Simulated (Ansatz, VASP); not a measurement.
Two plane-wave programs on MgZn4O

```xyz
6
Lattice="2.3096 -5.3360 -0.1794 2.3096 5.3360 -0.1794 -1.9079 0.0000 4.9752" Properties=species:S:1:pos:R:3 pbc="T T T"
Mg   -0.9539    0.0000    2.4876
Zn    0.0000    0.0000    0.0000
Zn    2.3096   -2.6775   -0.1794
Zn    2.3096    2.6775   -0.1794
Zn    2.3096    0.0000   -0.1794
O     1.3557    0.0000    2.3082
```

Alike in both runs: functional PBE; k mesh 4 × 4 × 4; occupations gaussian, width 0.2 eV; no spin polarisation.

Ansatz relaxed the structure, and its values are those at the end. VASP's run is a single point on that final structure, the one shown.

```csv
,VASP,Ansatz
version,VASP 6.6.1,Ansatz 0.2.0
potentials or method,"VASP PAW PBE potentials, release 64 (Mg, Zn, O), cutoff 520 eV","scalar-relativistic, plane waves, PAW"
valence electrons in the cell,56,64
```

```tsv
	VASP	Ansatz	Ansatz less VASP
gap on the k mesh at the Fermi level (eV)	none	none	-
pressure (GPa)	0.2	0.2	-0.08
```

A gap of «none» marks a metal or a gap that the smearing closes. With one functional, cell and mesh, what is left measures potentials, basis and numerics. VASP's potentials hold 56 valence electrons a cell and Ansatz's 64, so a difference there can come from the potentials and not from the codes.

The k mesh is coarse, so the values compare programs but aren't converged.
